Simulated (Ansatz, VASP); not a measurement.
# One calculation of ZrSi2, two programs

```
Zr Si
1.0
     4.02164    0.00000    0.00000
    -2.01082    3.48284    0.00000
     0.00000    0.00000    3.58619
Zr Si
1 2
Direct
  0.00000 0.00000 0.00000
  0.33333 0.66667 0.50000
  0.66667 0.33333 0.50000
```

Alike in both runs: task relaxation of cell and atoms; functional PBE; k mesh 12 × 12 × 14; occupations gaussian, width 0.1 eV; no spin polarisation.

|  | VASP | Ansatz |
| --- | --- | --- |
| version | VASP 6.6.1 | Ansatz 0.2.0 |
| potentials or method | VASP PAW PBE potentials, release 64 (Zr_sv, Si), cutoff 600 eV | scalar-relativistic, plane waves, PAW |
| valence electrons in the cell | 20 | 20 |

Ansatz gave:

```
gap on the k mesh at the Fermi level, each at its own relaxed structure (eV) : none
relaxed volume (Å³/atom)                                                     : 16.75
relaxed cell length with the largest relative difference (Å)                 : 3.564
```

Q: What did VASP give for the same quantities?

A: gap on the k mesh at the Fermi level, each at its own relaxed structure (eV): none; relaxed volume (Å³/atom): 16.75; relaxed cell length with the largest relative difference (Å): 3.566.

A gap of «none» marks a metal or a gap that the smearing closes.
